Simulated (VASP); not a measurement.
# SrTiO3 (P4/mmm) in VASP: single point with PBE

Aim: the single point of SrTiO3 with PBE.

Program: VASP 6.6.1. These are calculated values, not measurements. Logs are shortened: lines on timing, memory, paths and dates and some standing lists are left out, and cuts for length are marked.

### 1 The cell of the first run

The structure is tetragonal, space group P4/mmm (No. 123). The conventional cell has a = 3.818 Å, b = 3.818 Å, c = 4.054 Å, α = 90.00°, β = 90.00°, γ = 90.00°. Within 3.6 Å of Sr (site symmetry 4/mmm) lie 12 O at 2.70 to 2.78 Å and 8 Ti at 3.38 Å. Within 2.5 Å of Ti (site symmetry 4/mmm) lie 6 O at 1.91 to 2.03 Å. O (site symmetry mmm) has 2 Ti at 1.91 Å within 2.5 Å. Within 2.8 Å of O (site symmetry 4/mmm) lie 2 Ti at 2.03 Å and 4 Sr at 2.70 Å and 8 O at 2.78 Å.

### 2 Single point, PBE

Contents of INCAR:

```
SYSTEM = SrTiO3
  ALGO = Normal
  EDIFF = 1E-6
  ENCUT = 520
  GGA = PE
  ISIF = 2
  ISMEAR = 0
  ISYM = 0
  LASPH = .TRUE.
  LCHARG = .FALSE.
  LREAL = .FALSE.
  LWAVE = .FALSE.
  NBANDS = 28
  NELM = 100
  PREC = Accurate
  SIGMA = 0.05
```

Contents of KPOINTS:

```
k-points
0
G
  8 8 8
  0 0 0
```

Contents of POSCAR:

```
SrTiO3
1.0
    3.8183114612      0.0000000000      0.0000000000
    0.0000000000      3.8183114612      0.0000000000
    0.0000000000      0.0000000000      4.0544956752
Sr Ti O
1 1 3
Direct
    0.0000000000      0.0000000000      0.0000000000
    0.5000000000      0.5000000000      0.5000000000
    0.0000000000      0.5000000000      0.5000000000
    0.5000000000      0.0000000000      0.5000000000
    0.5000000000      0.5000000000      0.0000000000
```

Potentials or basis: VASP PAW PBE potentials, release 64 (Sr_sv, Ti_sv, O).

Started as:

```console
$ cat potpaw_PBE.64/Sr_sv/POTCAR potpaw_PBE.64/Ti_sv/POTCAR potpaw_PBE.64/O/POTCAR > POTCAR
$ mpirun -np 1 vasp_std > vasp.out
```

OUTCAR:

```text
SYSTEM = SrTiO3
   EDIFF = 1E-6
   ENCUT = 520
   GGA = PE
   ISIF = 2
   ISMEAR = 0
   ISYM = 0
   LASPH = .TRUE.
   LREAL = .FALSE.
   NELM = 100
   PREC = Accurate

 ion  position               nearest neighbor table
   1  0.000  0.000  0.000-   5 2.70   5 2.70   5 2.70   5 2.70   4 2.78   3 2.78   4 2.78   3 2.78
                             4 2.78   3 2.78   4 2.78   3 2.78   2 3.38   2 3.38   2 3.38   2 3.38
   2  0.500  0.500  0.500-   3 1.91   4 1.91   4 1.91   3 1.91   5 2.03   5 2.03   1 3.38   1 3.38
                             1 3.38   1 3.38   1 3.38   1 3.38   1 3.38   1 3.38
   3  0.000  0.500  0.500-   2 1.91   2 1.91   1 2.78   1 2.78   1 2.78   1 2.78
   4  0.500  0.000  0.500-   2 1.91   2 1.91   1 2.78   1 2.78   1 2.78   1 2.78
   5  0.500  0.500  0.000-   2 2.03   2 2.03   1 2.70   1 2.70   1 2.70   1 2.70

IMPORTANT INFORMATION: All symmetrisations will be switched off!
NOSYMM: (Re-)initialisation of all symmetry stuff for point group C_1.

----------------------------------------------------------------------------------------

                                     Primitive cell

  volume of cell :      59.1125

  direct lattice vectors                    reciprocal lattice vectors
     3.818311461  0.000000000  0.000000000     0.261895869  0.000000000  0.000000000
     0.000000000  3.818311461  0.000000000     0.000000000  0.261895869  0.000000000
     0.000000000  0.000000000  4.054495675     0.000000000  0.000000000  0.246639799

  length of vectors
     3.818311461  3.818311461  4.054495675     0.261895869  0.261895869  0.246639799

  position of ions in fractional coordinates (direct lattice)
     0.000000000  0.000000000  0.000000000
     0.500000000  0.500000000  0.500000000
     0.000000000  0.500000000  0.500000000
     0.500000000  0.000000000  0.500000000
     0.500000000  0.500000000  0.000000000

  ion indices of the primitive-cell ions
   primitive index   ion index
                 1           1
                 2           2
                 3           3
                 4           4
                 5           5

----------------------------------------------------------------------------------------

 KPOINTS: k-points

Automatic generation of k-mesh.
 Grid dimensions read from file:
 generate k-points for:    8    8    8

 Generating k-lattice:

  Cartesian coordinates                     Fractional coordinates (reciprocal lattice)
     0.032736984  0.000000000  0.000000000     0.125000000  0.000000000  0.000000000
     0.000000000  0.032736984  0.000000000     0.000000000  0.125000000  0.000000000
     0.000000000  0.000000000  0.030829975     0.000000000  0.000000000  0.125000000

  Length of vectors
     0.032736984  0.032736984  0.030829975

  Shift w.r.t. Gamma in fractional coordinates (k-lattice)
     0.000000000  0.000000000  0.000000000

 Subroutine IBZKPT returns following result:
 ===========================================

 Found    260 irreducible k-points:

 Following reciprocal coordinates:
            Coordinates               Weight
  0.000000  0.000000  0.000000      1.000000
  0.125000  0.000000  0.000000      2.000000
  0.000000  0.125000  0.000000      2.000000
  0.250000  0.000000  0.000000      2.000000
  0.000000  0.250000  0.000000      2.000000
  0.375000  0.000000  0.000000      2.000000
[... 16 lines left out ...]
 -0.250000  0.250000  0.000000      2.000000
  0.375000  0.250000  0.000000      2.000000
 [... further k-points ...]
   k-points           NKPTS =    260   k-points in BZ     NKDIM =    260   number of bands    NBANDS=     28
   number of dos      NEDOS =    301   number of ions     NIONS =      5
   total plane-waves  NPLWV =  23520
   dimension x,y,z NGX =    28 NGY =   28 NGZ =   30
   dimension x,y,z NGXF=    56 NGYF=   56 NGZF=   60
   ions per type =               1   1   3
   NGX,Y,Z   is equivalent  to a cutoff of  12.19, 12.19, 12.30 a.u.
   NGXF,Y,Z  is equivalent  to a cutoff of  24.38, 24.38, 24.60 a.u.
 SYSTEM =  SrTiO3
   PREC   = accura    normal or accurate (medium, high low for compatibility)
   ISTART =      0    job   : 0-new  1-cont  2-samecut
   ICHARG =      2    charge: 1-file 2-atom 10-const
   ISPIN  =      1    spin polarized calculation?
   LNONCOLLINEAR =      F non collinear calculations
   LSORBIT =      F    spin-orbit coupling
   LASPH  =      T    aspherical Exc in radial PAW
   ENCUT  =  520.0 eV  38.22 Ry    6.18 a.u.   7.10  7.10  7.54*2*pi/ulx,y,z
   NELM   =    100;   NELMIN=  2; NELMDL= -5     # of ELM steps
   EDIFF  = 0.1E-05   stopping-criterion for ELM
   LREAL  =      F    real-space projection
   EDIFFG = 0.1E-04   stopping-criterion for IOM
   NSW    =      0    number of steps for IOM
   IBRION =     -1    ionic relax: 0-MD 1-quasi-New 2-CG
   NFREE  =      0    steps in history (QN), initial steepest desc. (CG)
   ISIF   =      2    stress and relaxation
   ISYM   =      0    0-nonsym 1-usesym 2-fastsym
   POTIM  = 0.5000    time-step for ionic-motion
   TEBEG  =    0.0;   TEEND  =   0.0 temperature during run
   PSTRESS=    0.0 pullay stress
   NELECT =      40.0000    total number of electrons
   NUPDOWN=      -1.0000    fix difference up-down
   EMIN   =  10.00;   EMAX   =-10.00  energy-range for DOS
   EFERMI =   0.00;   METHOD = LEGACY
   ISMEAR =     0;   SIGMA  =   0.05  broadening in eV -4-tet -1-fermi 0-gaus
   EFERMI_NEDOS =   21; number of points for ismear=-14 and -15
   IALGO  =     38    algorithm
   IMIX   =      4    mixing-type and parameters
     AMIX     =   0.40;   BMIX     =  1.00
     AMIX_MAG =   1.60;   BMIX_MAG =  1.00
  volume/ion in A,a.u.               =      11.82        79.78
  Fermi-wavevector in a.u.,A,eV,Ry     =   1.437259  2.716025 28.105730  2.065713
  Thomas-Fermi vector in A             =   2.556356
   LORBIT       =      0    0 simple, 1 ext, 2 COOP (PROOUT), +10 PAW based schemes
   GGA     = PE    functional components
   LHFCALC =     F    Hartree Fock is set to
   AEXX    =    0.0000 exact exchange contribution
   IVDW    =     0    specifies the selected vdW correction
   LEPSILON=     F    determine dielectric tensor
   LRPA    =     F    only Hartree local field effects (RPA)
 non-spin polarized calculation
 Gauss-broadening in eV      SIGMA  =   0.05
  energy-cutoff  :      520.00
  volume of cell :       59.11
 maximum number of plane-waves:      1603
   NGX = 15   NGY = 15   NGZ = 15

 number of electron      39.9999988 magnetization

 Free energy of the ion-electron system (eV)
  ---------------------------------------------------
  ext. energy  EPLUGINS =         0.00000000
  ---------------------------------------------------
  free energy    TOTEN  =       -39.95437012 eV

  energy without entropy =      -39.95437012  energy(sigma->0) =      -39.95437012

 E-fermi :   4.7151     XC(G=0): -11.3073

 val. band max:        4.3237667940   @ k =   0.5000   0.5000   0.5000
 cond. band min:       6.0706915207   @ k =   0.0000   0.0000   0.0000
 fundamental gap:      1.7469247266
 Fermi energy:         4.7150768657

 k-point     1 :       0.0000    0.0000    0.0000
  band No.  band energies     occupation
      1     -52.1941      2.00000
      2     -28.5384      2.00000
      3     -28.4643      2.00000
      4     -28.4643      2.00000
      5     -28.4245      2.00000
      6     -13.2838      2.00000
[... 20 lines left out ...]
     27       9.9128      0.00000
     28      10.5618      0.00000

 k-point     2 :       0.1250    0.0000    0.0000
  band No.  band energies     occupation
      1     -52.1938      2.00000
      2     -28.5585      2.00000
      3     -28.4637      2.00000
      4     -28.4538      2.00000
      5     -28.4239      2.00000
      6     -13.2636      2.00000
[... 20 lines left out ...]
     27      10.2113      0.00000
     28      10.9511      0.00000

 k-point     3 :       0.0000    0.1250    0.0000
  band No.  band energies     occupation
      1     -52.1938      2.00000
      2     -28.5585      2.00000
      3     -28.4637      2.00000
      4     -28.4538      2.00000
      5     -28.4239      2.00000
      6     -13.2636      2.00000
[... 20 lines left out ...]
     27      10.2113      0.00000
     28      10.9511      0.00000

 k-point     4 :       0.2500    0.0000    0.0000
  band No.  band energies     occupation
      1     -52.1930      2.00000
      2     -28.5992      2.00000
      3     -28.4623      2.00000
      4     -28.4358      2.00000
      5     -28.4225      2.00000
      6     -13.2875      2.00000
[... 20 lines left out ...]
     27      10.9227      0.00000
     28      11.9975      0.00000

 k-point     5 :       0.0000    0.2500    0.0000
  band No.  band energies     occupation
      1     -52.1930      2.00000
      2     -28.5992      2.00000
      3     -28.4623      2.00000
      4     -28.4358      2.00000
      5     -28.4225      2.00000
      6     -13.2875      2.00000
[... 20 lines left out ...]
     27      10.9227      0.00000
     28      11.9976      0.00000

 k-point     6 :       0.3750    0.0000    0.0000
  band No.  band energies     occupation
      1     -52.1922      2.00000
      2     -28.6360      2.00000
      3     -28.4610      2.00000
      4     -28.4214      2.00000
      5     -28.4211      2.00000
      6     -13.3808      2.00000
[... 463 lines left out ...]
      5     -28.4199      2.00000
      6     -13.3247      2.00000
[... 20 lines left out ...]
     27      12.1191      0.00000
     28      12.3981      0.00000

 k-point    22 :       0.2500    0.2500    0.0000
  band No.  band energies     occupation
      1     -52.1919      2.00000
      2     -28.5916      2.00000
      3     -28.5100      2.00000
      4     -28.4282      2.00000
      5     -28.4205      2.00000
      6     -13.0756      2.00000
[... 20 lines left out ...]
     27      11.5312      0.00000
     28      12.3843      0.00000

 k-point    23 :      -0.2500    0.2500    0.0000
  band No.  band energies     occupation
      1     -52.1919      2.00000
      2     -28.5916      2.00000
      3     -28.5100      2.00000
      4     -28.4282      2.00000
      5     -28.4205      2.00000
      6     -13.0756      2.00000
[... 20 lines left out ...]
     27      11.5312      0.00000
     28      12.3843      0.00000

 k-point    24 :       0.3750    0.2500    0.0000
  band No.  band energies     occupation
      1     -52.1911      2.00000
      2     -28.6038      2.00000
      3     -28.5136      2.00000
      4     -28.4348      2.00000
      5     -28.4191      2.00000
      6     -13.0325      2.00000
[... 20 lines left out ...]
     27      12.3143      0.00000
     28      12.8587      0.00000

 [... further k-points ...]

------------------------ aborting loop because EDIFF is reached ----------------------------------------

  FORCE on cell =-STRESS in cart. coord.  units (eV):
  Direction    XX          YY          ZZ          XY          YZ          ZX
  --------------------------------------------------------------------------------------
  -------------------------------------------------------------------------------------
  Total        4.4728710      4.4728675     -0.7301757      0.0000018      0.0000005      0.0000020
  in kB      121.2320393    121.2319458    -19.7905756      0.0000487      0.0000132      0.0000537
  external PRESSURE =      74.2244698 kB  Pullay stress =       0.0000000 kB

 VOLUME and BASIS-vectors are now :
 -----------------------------------------------------------------------------
  energy-cutoff  :      520.00
  volume of cell :       59.11
      direct lattice vectors                 reciprocal lattice vectors
     3.818311461  0.000000000  0.000000000     0.261895869  0.000000000  0.000000000
     0.000000000  3.818311461  0.000000000     0.000000000  0.261895869  0.000000000
     0.000000000  0.000000000  4.054495675     0.000000000  0.000000000  0.246639799

 POSITION                                       TOTAL-FORCE (eV/Angst)
 -----------------------------------------------------------------------------------
      0.00000      0.00000      0.00000        -0.000001     -0.000001     -0.000000
      1.90916      1.90916      2.02725         0.000001      0.000004     -0.000000
      0.00000      1.90916      2.02725         0.000001     -0.000001      0.000000
      1.90916      0.00000      2.02725        -0.000001     -0.000000      0.000001
      1.90916      1.90916      0.00000        -0.000000     -0.000001     -0.000000
 -----------------------------------------------------------------------------------
    total drift:                                0.000003      0.000007     -0.000000

  FREE ENERGIE OF THE ION-ELECTRON SYSTEM (eV)
  ---------------------------------------------------
  free  energy   TOTEN  =       -39.9543701154 eV

  energy  without entropy=      -39.9543701154  energy(sigma->0) =      -39.95437012
```

Wall time 7.8 min (1 thread of Oxide Virtual Turin-like, shared host); peak memory 0.46 GiB.

Results:

* Free energy: -39.9544 eV
* Pressure: 7.4 GPa
* Band gap on the k mesh: 1.75 eV (least direct gap 2.17 eV)

Stress tensor (GPa, compression positive):
```
12.12  0.00  0.00
 0.00 12.12  0.00
 0.00  0.00 -1.98
```

Levels at points of the mesh, in eV from the valence-band top:
| k point | band 17 | band 18 | band 19 | band 20 | band 21 | band 22 | band 23 | band 24 |
| --- | --- | --- | --- | --- | --- | --- | --- | --- |
| (0.00, 0.00, 0.00) | -1.20 | -0.48 | -0.43 | -0.43 | 1.75 | 1.75 | 1.85 | 3.97 |
| (0.50, 0.00, 0.00) | -2.55 | -2.12 | -0.88 | -0.83 | 1.95 | 3.91 | 3.94 | 4.11 |
| (0.00, 0.50, 0.00) | -2.55 | -2.12 | -0.88 | -0.83 | 1.95 | 3.91 | 3.94 | 4.11 |
| (0.50, 0.50, 0.00) | -1.84 | -1.46 | -1.46 | -0.06 | 3.93 | 3.93 | 4.44 | 4.85 |
| (0.00, 0.00, 0.50) | -2.07 | -2.07 | -0.76 | -0.76 | 1.98 | 3.37 | 3.37 | 4.55 |
| (0.50, 0.00, 0.50) | -1.80 | -1.79 | -1.77 | -0.32 | 3.38 | 3.94 | 4.14 | 5.45 |
| (0.00, 0.50, 0.50) | -1.80 | -1.79 | -1.77 | -0.32 | 3.38 | 3.94 | 4.14 | 5.45 |
| (0.50, 0.50, 0.50) | -3.72 | -0.17 | -0.17 | 0.00 | 4.36 | 4.36 | 4.65 | 6.72 |

Caveat: the stress differs along the axes, from -2 to 12 GPa. A hybrid or GW would open this gap; PBE tends to underestimate it.
